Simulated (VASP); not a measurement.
Set up this calculation in VASP 6.6.1, as the native input.

| Quantity | Value |
| --- | --- |
| Task | single point |
| Functional | PBE |
| Potentials or basis | VASP PAW PBE potentials, release 64 (K_sv, F) |
| Cutoff | 520 eV |
| k mesh | 12 × 12 × 14 |
| Occupations | gaussian, width 0.1 eV |
| Spin | no spin polarisation |
| Dipole correction | no |
| Further INCAR settings | ALGO = Normal; EDIFF = 1e-06; NBANDS = 20 |

The structure of K2F lies in POSCAR:

```
K2F
1.0
    5.6690981560      0.0000000000      0.0000000000
   -2.8345490780      4.9095830196      0.0000000000
    0.0000000000      0.0000000000      3.9309299549
K F
2 1
Direct
    0.3333333333      0.6666666667      0.5000000000
    0.6666666667      0.3333333333      0.5000000000
    0.0000000000      0.0000000000      0.0000000000
```

One way to write it, as run:

INCAR

```
SYSTEM = K2F
ALGO = Normal
EDIFF = 1E-6
ENCUT = 520
GGA = PE
ISIF = 2
ISMEAR = 0
LASPH = .True.
LCHARG = .False.
LREAL = .False.
LWAVE = .False.
NBANDS = 20
NELM = 100
PREC = Accurate
SIGMA = 0.1
```

KPOINTS

```
k-points
0
Gamma
  12 12 14
  0 0 0
```

Potentials or basis: VASP PAW PBE potentials, release 64 (K_sv, F).

The run is started by

```bash
$ cat potpaw_PBE.64/K_sv/POTCAR potpaw_PBE.64/F/POTCAR > POTCAR
$ mpirun -np 1 vasp_std > vasp.out
```

It gave:

The pressure is -0.1 GPa. The band gap on the k mesh is zero (an odd number of electrons rules out a gap without spin polarisation).

Caveat: an odd number of electrons without spin polarisation forces a metal; a magnetic or distorted state may lie lower.

Run time: 4.3 min on 1 thread of Intel(R) Xeon(R) Platinum 8259CL CPU @ 2.50GHz (Skylake/Cascade Lake), on a shared host, peak memory 0.42 GiB.
